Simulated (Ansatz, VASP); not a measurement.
## Two plane-wave programs on Zn2Sb

```
CELL_PARAMETERS angstrom
4.08007 0.00000 0.00000
0.00000 4.08007 0.00000
0.00000 0.00000 6.22538
ATOMIC_POSITIONS crystal
Zn 0.00000 0.00000 0.00000
Zn 0.50000 0.50000 0.00000
Zn 0.00000 0.50000 0.27000
Zn 0.50000 0.00000 0.73000
Sb 0.00000 0.50000 0.70000
Sb 0.50000 0.00000 0.30000
```

Alike in both runs: task relaxation of cell and atoms; functional PBE; k mesh 4 × 4 × 4; occupations gaussian, width 0.1 eV; no spin polarisation.

```csv
,VASP,Ansatz
version,VASP 6.6.1,Ansatz 0.2.0
potentials or method,"VASP PAW PBE potentials, release 64 (Zn, Sb), cutoff 600 eV","scalar-relativistic, plane waves, PAW"
valence electrons in the cell,58,78
```

Ansatz gave:

```
gap on the k mesh at the Fermi level, each at its own relaxed structure (eV) : none
relaxed volume (Å³/atom)                                                     : 21.43
relaxed cell length with the largest relative difference (Å)                 : 6.073
```

Task: Estimate VASP's values.

Result: gap on the k mesh at the Fermi level, each at its own relaxed structure (eV): none; relaxed volume (Å³/atom): 21.46; relaxed cell length with the largest relative difference (Å): 6.092.

A gap of «none» marks a metal or a gap that the smearing closes. VASP's potentials hold 58 valence electrons a cell and Ansatz's 78, so a difference there can come from the potentials and not from the codes.

The k mesh is coarse, so the values compare programs but aren't converged. Neither program's run includes spin-orbit coupling. Noted on VASP's run: the volume moved by over 15 % at a fixed basis, so the end points are rough.
